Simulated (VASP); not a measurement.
# Cl3F (P2/m) in VASP: further runs

Cl3F is run at these levels: PBE+D3(BJ); tasks: single point.

Program: VASP 6.6.1. These are calculated values, not measurements. Logs are shortened: lines on timing, memory, paths and dates and some standing lists are left out, and cuts for length are marked.

## Step 1: The cell of the first run

Symmetry: P2/m, No. 10, monoclinic system. The conventional cell has a = 4.064 Å, b = 6.498 Å, c = 7.814 Å, α = 90.00°, β = 91.59°, γ = 90.00°. F (site symmetry m) has 1 F at 1.46 Å within 1.9 Å. Within 2.7 Å of Cl (site symmetry m) lie 1 Cl at 2.04 Å. Cl (site symmetry m) has 1 Cl at 2.00 Å within 2.6 Å. Cl (site symmetry m) has 1 Cl at 2.03 Å within 2.7 Å.

## Step 2: Single point, PBE+D3(BJ)

Input file INCAR:

```
SYSTEM = Cl3F
ALGO = Normal ; EDIFF = 1E-6
ENCUT = 520 ; GGA = PE
ISIF = 2 ; ISMEAR = 0
IVDW = 12 ; LASPH = .True.
LCHARG = .False. ; LREAL = .False.
LWAVE = .False. ; NBANDS = 38
NELM = 60 ; PREC = Accurate
SIGMA = 0.02
```

Input file KPOINTS:

```
k-points
0
Gamma
  8 6 4
  0 0 0
```

Input file POSCAR:

```
Cl3F
1.0
    0.0000000000      4.0633153595      0.0556619810
   -6.4980399463      0.0000000000      0.0000000000
    0.0000000000      0.1101048779      7.8129205503
F Cl
2 6
Direct
    0.9072858405      0.0000000000      0.0813884260
    0.0927141595      1.0000000000      0.9186115740
    0.3638003817      0.5000000000      0.1117022827
    0.4150121555      1.0000000000      0.3812002518
    0.8688825937      0.5000000000      0.3909432514
    0.6361996183      0.5000000000      0.8882977173
    0.5849878445      0.0000000000      0.6187997482
    0.1311174063      0.5000000000      0.6090567486
```

Potentials or basis: VASP PAW PBE potentials, release 64 (F, Cl).

On the command line:

```console
$ cat potpaw_PBE.64/F/POTCAR potpaw_PBE.64/Cl/POTCAR > POTCAR
$ mpirun -np 1 vasp_std > vasp.out
```

OUTCAR:

```text
SYSTEM = Cl3F
   EDIFF = 1E-6
   ENCUT = 520
   GGA = PE
   ISIF = 2
   ISMEAR = 0
   IVDW = 12
   LASPH = .True.
   LREAL = .False.
   NELM = 60
   PREC = Accurate
 IVDW          = 12

 ion  position               nearest neighbor table
   1  0.907  0.000  0.081-   2 1.46
   2  0.093  0.000  0.919-   1 1.46
   3  0.364  0.500  0.112-   6 2.04
   4  0.415  0.000  0.381-   7 2.00
   5  0.869  0.500  0.391-   8 2.03
   6  0.636  0.500  0.888-   3 2.04
   7  0.585  0.000  0.619-   4 2.00
   8  0.131  0.500  0.609-   5 2.03

  LATTYP: Found a simple monoclinic cell.
 ALAT       =     4.0636965889
 B/A-ratio  =     1.5990465341
 C/A-ratio  =     1.9228050560
 COS(beta)  =    -0.0277859608

  Lattice vectors:

 A1 = (   0.0000000000,   4.0633153595,   0.0556619810)
 A2 = (   6.4980399463,   0.0000000000,   0.0000000000)
 A3 = (   0.0000000000,  -0.1101048779,  -7.8129205503)

Analysis of symmetry for initial positions (statically):
=====================================================================
 Subroutine PRICEL returns:
 Original cell was already a primitive cell.

 Routine SETGRP: Setting up the symmetry group for a
 simple monoclinic supercell.

 Subroutine GETGRP returns: Found  4 space group operations
 (whereof  4 operations were pure point group operations)
 out of a pool of  4 trial point group operations.

The static configuration has the point symmetry C_2h.

Analysis of symmetry for dynamics (positions and initial velocities):
=====================================================================
 Subroutine PRICEL returns:
 Original cell was already a primitive cell.

 Routine SETGRP: Setting up the symmetry group for a
 simple monoclinic supercell.

 Subroutine GETGRP returns: Found  4 space group operations
 (whereof  4 operations were pure point group operations)
 out of a pool of  4 trial point group operations.

The dynamic configuration has the point symmetry C_2h.

 Subroutine INISYM returns: Found  4 space group operations
 (whereof  4 operations are pure point group operations),
 and found     1 'primitive' translations

----------------------------------------------------------------------------------------

                                     Primitive cell

  volume of cell :     206.2493

  direct lattice vectors                    reciprocal lattice vectors
     0.000000000  4.063315359  0.055661981     0.000000000  0.246151972 -0.003468937
    -6.498039946  0.000000000  0.000000000    -0.153892560  0.000000000  0.000000000
     0.000000000  0.110104878  7.812920550     0.000000000 -0.001753673  0.128017824

  length of vectors
     4.063696589  6.498039946  7.813696347     0.246176414  0.153892560  0.128029835

  position of ions in fractional coordinates (direct lattice)
     0.907285841  0.000000000  0.081388426
     0.092714159  0.000000000  0.918611574
     0.363800382  0.500000000  0.111702283
     0.415012156  0.000000000  0.381200252
     0.868882594  0.500000000  0.390943251
     0.636199618  0.500000000  0.888297717
     0.584987844  0.000000000  0.618799748
     0.131117406  0.500000000  0.609056749

  ion indices of the primitive-cell ions
   primitive index   ion index
                 1           1
                 2           2
                 3           3
                 4           4
                 5           5
                 6           6
                 7           7
                 8           8

----------------------------------------------------------------------------------------

 KPOINTS: k-points

Automatic generation of k-mesh.
 Grid dimensions read from file:
 generate k-points for:    8    6    4

 Generating k-lattice:

  Cartesian coordinates                     Fractional coordinates (reciprocal lattice)
     0.000000000  0.030768996 -0.000433617     0.125000000  0.000000000  0.000000000
    -0.025648760  0.000000000  0.000000000     0.000000000  0.166666667  0.000000000
     0.000000000 -0.000438418  0.032004456     0.000000000  0.000000000  0.250000000

  Length of vectors
     0.030772052  0.025648760  0.032007459

  Shift w.r.t. Gamma in fractional coordinates (k-lattice)
     0.000000000  0.000000000  0.000000000

 Subroutine IBZKPT returns following result:
 ===========================================

 Found     72 irreducible k-points:

 Following reciprocal coordinates:
            Coordinates               Weight
  0.000000  0.000000  0.000000      1.000000
  0.125000  0.000000  0.000000      2.000000
  0.250000  0.000000  0.000000      2.000000
  0.375000  0.000000  0.000000      2.000000
  0.500000  0.000000  0.000000      1.000000
  0.000000  0.166667  0.000000      2.000000
[... 16 lines left out ...]
  0.250000  0.000000  0.250000      2.000000
  0.375000  0.000000  0.250000      2.000000
 [... further k-points ...]
   k-points           NKPTS =     72   k-points in BZ     NKDIM =     72   number of bands    NBANDS=     38
   number of dos      NEDOS =    301   number of ions     NIONS =      8
   total plane-waves  NPLWV =  86400
   dimension x,y,z NGX =    30 NGY =   48 NGZ =   60
   dimension x,y,z NGXF=    60 NGYF=   96 NGZF=  120
   ions per type =               2   6
   NGX,Y,Z   is equivalent  to a cutoff of  12.27, 12.28, 12.77 a.u.
   NGXF,Y,Z  is equivalent  to a cutoff of  24.55, 24.56, 25.53 a.u.
 SYSTEM =  Cl3F
   PREC   = accura    normal or accurate (medium, high low for compatibility)
   ISTART =      0    job   : 0-new  1-cont  2-samecut
   ICHARG =      2    charge: 1-file 2-atom 10-const
   ISPIN  =      1    spin polarized calculation?
   LNONCOLLINEAR =      F non collinear calculations
   LSORBIT =      F    spin-orbit coupling
   LASPH  =      T    aspherical Exc in radial PAW
   ENCUT  =  520.0 eV  38.22 Ry    6.18 a.u.   7.56 12.08 14.53*2*pi/ulx,y,z
   NELM   =     60;   NELMIN=  2; NELMDL= -5     # of ELM steps
   EDIFF  = 0.1E-05   stopping-criterion for ELM
   LREAL  =      F    real-space projection
   EDIFFG = 0.1E-04   stopping-criterion for IOM
   NSW    =      0    number of steps for IOM
   IBRION =     -1    ionic relax: 0-MD 1-quasi-New 2-CG
   NFREE  =      0    steps in history (QN), initial steepest desc. (CG)
   ISIF   =      2    stress and relaxation
   ISYM   =      2    0-nonsym 1-usesym 2-fastsym
   POTIM  = 0.5000    time-step for ionic-motion
   TEBEG  =    0.0;   TEEND  =   0.0 temperature during run
   PSTRESS=    0.0 pullay stress
   NELECT =      56.0000    total number of electrons
   NUPDOWN=      -1.0000    fix difference up-down
   EMIN   =  10.00;   EMAX   =-10.00  energy-range for DOS
   EFERMI =   0.00;   METHOD = LEGACY
   ISMEAR =     0;   SIGMA  =   0.02  broadening in eV -4-tet -1-fermi 0-gaus
   EFERMI_NEDOS =   21; number of points for ismear=-14 and -15
   IALGO  =     38    algorithm
   IMIX   =      4    mixing-type and parameters
     AMIX     =   0.40;   BMIX     =  1.00
     AMIX_MAG =   1.60;   BMIX_MAG =  1.00
  volume/ion in A,a.u.               =      25.78       173.98
  Fermi-wavevector in a.u.,A,eV,Ry     =   1.060083  2.003267 15.289911  1.123777
  Thomas-Fermi vector in A             =   2.195452
   LORBIT       =      0    0 simple, 1 ext, 2 COOP (PROOUT), +10 PAW based schemes
   GGA     = PE    functional components
   LHFCALC =     F    Hartree Fock is set to
   AEXX    =    0.0000 exact exchange contribution
   IVDW    =    12    specifies the selected vdW correction
   LEPSILON=     F    determine dielectric tensor
   LRPA    =     F    only Hartree local field effects (RPA)
 non-spin polarized calculation
 Gauss-broadening in eV      SIGMA  =   0.02
  energy-cutoff  :      520.00
  volume of cell :      206.25
 maximum number of plane-waves:      5580
   NGX = 15   NGY = 25   NGZ = 29

 number of electron      56.0000013 magnetization

 Free energy of the ion-electron system (eV)
  ---------------------------------------------------
  ext. energy  EPLUGINS =         0.00000000
  ---------------------------------------------------
  free energy    TOTEN  =       -14.65092823 eV

  energy without entropy =      -14.65092823  energy(sigma->0) =      -14.65092823

 E-fermi :  -0.7742     XC(G=0):  -7.6829

 val. band max:       -0.8554714535   @ k =   0.5000   0.5000   0.5000
 cond. band min:      -0.0928428581   @ k =   0.0000   0.0000   0.0000
 fundamental gap:      0.7626285954
 Fermi energy:        -0.7742407858

 k-point     1 :       0.0000    0.0000    0.0000
  band No.  band energies     occupation
      1     -26.9414      2.00000
      2     -21.5110      2.00000
      3     -17.7231      2.00000
      4     -17.5060      2.00000
      5     -17.0848      2.00000
      6     -13.9498      2.00000
[... 30 lines left out ...]
     37       8.4889      0.00000
     38       8.6067      0.00000

 k-point     2 :       0.1250    0.0000    0.0000
  band No.  band energies     occupation
      1     -26.9403      2.00000
      2     -21.5117      2.00000
      3     -17.7055      2.00000
      4     -17.4840      2.00000
      5     -17.0837      2.00000
      6     -13.9217      2.00000
[... 30 lines left out ...]
     37       8.4295      0.00000
     38       8.8029      0.00000

 k-point     3 :       0.2500    0.0000    0.0000
  band No.  band energies     occupation
      1     -26.9375      2.00000
      2     -21.5136      2.00000
      3     -17.6649      2.00000
      4     -17.4221      2.00000
      5     -17.0864      2.00000
      6     -13.8404      2.00000
[... 30 lines left out ...]
     37       8.8758      0.00000
[... 781 lines left out ...]
 k-point    23 :       0.2500    0.0000    0.2500
  band No.  band energies     occupation
      1     -26.9376      2.00000
      2     -21.5137      2.00000
      3     -17.6625      2.00000
      4     -17.4019      2.00000
      5     -17.1171      2.00000
      6     -13.7676      2.00000
[... 30 lines left out ...]
     37       8.8581      0.00000
     38       9.1058      0.00000

 k-point    24 :       0.3750    0.0000    0.2500
  band No.  band energies     occupation
      1     -26.9348      2.00000
      2     -21.5155      2.00000
      3     -17.6265      2.00000
      4     -17.3371      2.00000
      5     -17.1089      2.00000
      6     -13.6979      2.00000
[... 30 lines left out ...]
     37       9.0771      0.00000
     38       9.2587      0.00000

 [... further k-points ...]

------------------------ aborting loop because EDIFF is reached ----------------------------------------

 Edisp (eV)   -0.93138

 E8    (eV) :    -0.3021

  FORCE on cell =-STRESS in cart. coord.  units (eV):
  Direction    XX          YY          ZZ          XY          YZ          ZX
  --------------------------------------------------------------------------------------
  -------------------------------------------------------------------------------------
  Total      -0.13751    -0.23240    -0.63071     0.00000    -0.31822     0.00000
  in kB      -1.06821    -1.80532    -4.89945     0.00000    -2.47196     0.00000
  external pressure =       -2.59 kB  Pullay stress =        0.00 kB

 VOLUME and BASIS-vectors are now :
 -----------------------------------------------------------------------------
  energy-cutoff  :      520.00
  volume of cell :      206.25
      direct lattice vectors                 reciprocal lattice vectors
     0.000000000  4.063315359  0.055661981     0.000000000  0.246151972 -0.003468937
    -6.498039946  0.000000000  0.000000000    -0.153892560  0.000000000  0.000000000
     0.000000000  0.110104878  7.812920550     0.000000000 -0.001753673  0.128017824

 POSITION                                       TOTAL-FORCE (eV/Angst)
 -----------------------------------------------------------------------------------
      0.00000      3.69555      0.68638         0.000000     -0.160089      0.274109
      0.00000      0.47787      7.18220         0.000000      0.160089     -0.274109
     -3.24902      1.49053      0.89297         0.000000      0.085692     -0.144048
      0.00000      1.72830      3.00139         0.000000      0.073021      0.181408
     -3.24902      3.57359      3.10277         0.000000      0.088107      0.145964
     -3.24902      2.68289      6.97561         0.000000     -0.085692      0.144048
      0.00000      2.44512      4.86719         0.000000     -0.073021     -0.181408
     -3.24902      0.59983      4.76581        -0.000000     -0.088107     -0.145964
 -----------------------------------------------------------------------------------
    total drift:                                0.000000      0.000000      0.000000

  FREE ENERGIE OF THE ION-ELECTRON SYSTEM (eV)
  ---------------------------------------------------
  free  energy   TOTEN  =       -15.5823110609 eV

  energy  without entropy=      -15.5823110609  energy(sigma->0) =      -15.58231106
```

Run time: 12 min. Hardware: 1 thread of Intel Xeon 8259CL, shared host; peak memory 0.55 GiB.

What came out:

```
Free energy                : -15.5823 eV
Pressure                   : -0.3 GPa
Largest force              : 0.317 eV/Å
Band gap on the k mesh     : 0.76 eV (least direct gap 0.82 eV)
Dispersion energy per atom : -0.116 eV
```

Forces in eV/Å, atoms in the order of the input:
```
F    0.000 -0.160  0.274
F    0.000  0.160 -0.274
Cl   0.000  0.086 -0.144
Cl   0.000  0.073  0.181
Cl   0.000  0.088  0.146
Cl   0.000 -0.086  0.144
Cl   0.000 -0.073 -0.181
Cl   0.000 -0.088 -0.146
```

Stress tensor (GPa, compression positive):
```
-0.11  0.00  0.00
 0.00 -0.18 -0.25
 0.00 -0.25 -0.49
```

Caveat: semilocal functionals underestimate gaps, and a narrow one can read as zero.

## Step 3: Single point, PBE+D3(BJ)

Input file INCAR:

```
  ALGO = Normal
  EDIFF = 1E-7
  ENCUT = 520
  GGA = PE
  ISIF = 2
  ISMEAR = 0
  IVDW = 12
  LASPH = True
  LCHARG = False
  LREAL = False
  LWAVE = False
  NBANDS = 38
  NELM = 100
  PREC = Accurate
  SIGMA = 0.02
```

Input file KPOINTS:

```
k-points
0
Gamma
  8 6 4
```

POSCAR is that of step 2.

Potentials or basis: VASP PAW PBE potentials, release 64 (F, Cl).

On the command line:

```console
$ cat potpaw_PBE.64/F/POTCAR potpaw_PBE.64/Cl/POTCAR > POTCAR
$ mpirun -np 1 vasp_std > vasp.out
```

OUTCAR:

```text
EDIFF = 1E-7
   ENCUT = 520
   GGA = PE
   ISIF = 2
   ISMEAR = 0
   IVDW = 12
   LASPH = True
   LREAL = False
   NELM = 100
   PREC = Accurate
 IVDW          = 12

 ion  position               nearest neighbor table
   1  0.907  0.000  0.081-   2 1.46
   2  0.093  0.000  0.919-   1 1.46
   3  0.364  0.500  0.112-   6 2.04
   4  0.415  0.000  0.381-   7 2.00
   5  0.869  0.500  0.391-   8 2.03
   6  0.636  0.500  0.888-   3 2.04
   7  0.585  0.000  0.619-   4 2.00
   8  0.131  0.500  0.609-   5 2.03
[... 1201 lines left out ...]
  -------------------------------------------------------------------------------------
  Total      -0.13382    -0.22928    -0.62621     0.00000    -0.31672     0.00000
  in kB      -1.03957    -1.78111    -4.86454     0.00000    -2.46033     0.00000
  external pressure =       -2.56 kB  Pullay stress =        0.00 kB

 VOLUME and BASIS-vectors are now :
 -----------------------------------------------------------------------------
  energy-cutoff  :      520.00
  volume of cell :      206.25
      direct lattice vectors                 reciprocal lattice vectors
     0.000000000  4.063315359  0.055661981     0.000000000  0.246151972 -0.003468937
    -6.498039946  0.000000000  0.000000000    -0.153892560  0.000000000  0.000000000
     0.000000000  0.110104878  7.812920550     0.000000000 -0.001753673  0.128017824

 POSITION                                       TOTAL-FORCE (eV/Angst)
 -----------------------------------------------------------------------------------
      0.00000      3.69555      0.68638         0.000000     -0.160689      0.274795
      0.00000      0.47787      7.18220         0.000000      0.160689     -0.274795
     -3.24902      1.49053      0.89297         0.000000      0.085667     -0.144010
      0.00000      1.72830      3.00139         0.000000      0.072931      0.181289
     -3.24902      3.57359      3.10277         0.000000      0.087771      0.145709
     -3.24902      2.68289      6.97561         0.000000     -0.085667      0.144010
      0.00000      2.44512      4.86719         0.000000     -0.072931     -0.181289
     -3.24902      0.59983      4.76581        -0.000000     -0.087771     -0.145709
 -----------------------------------------------------------------------------------
    total drift:                                0.000000      0.000000      0.000000

  FREE ENERGIE OF THE ION-ELECTRON SYSTEM (eV)
  ---------------------------------------------------
  free  energy   TOTEN  =       -15.5823111218 eV

  energy  without entropy=      -15.5823111218  energy(sigma->0) =      -15.58231112
```

stdout:

```text
POSCAR found type information on POSCAR F Cl
 POSCAR found :  2 types and       8 ions
 scaLAPACK will be used
 LDA part: xc-table for (Slater+PW92), standard interpolation
 POSCAR, INCAR and KPOINTS ok, starting setup
 FFT: planning ... GRIDC
 FFT: planning ... GRID_SOFT
 FFT: planning ... GRID
 WAVECAR not read
 entering main loop
```

Wall time 8.8 min (1 thread of Intel Xeon Platinum 8175M at 2.50GHz (Skylake/Cascade Lake), shared host); peak memory 0.54 GiB.

Results:

```yaml
Free_energy: -15.5823 eV
Pressure: -0.3 GPa
Largest_force: 0.318 eV/Å
Band_gap_on_the_k_mesh: 0.76 eV (least direct gap 0.82 eV)
Dispersion_energy_per_atom: -0.116 eV
```

Forces on the atoms (eV/Å):
```
F    0.000 -0.161  0.275
F    0.000  0.161 -0.275
Cl   0.000  0.086 -0.144
Cl   0.000  0.073  0.181
Cl   0.000  0.088  0.146
Cl   0.000 -0.086  0.144
Cl   0.000 -0.073 -0.181
Cl   0.000 -0.088 -0.146
```

Caveat: semilocal functionals underestimate gaps, and a narrow one can read as zero. A k mesh can miss the band edges.
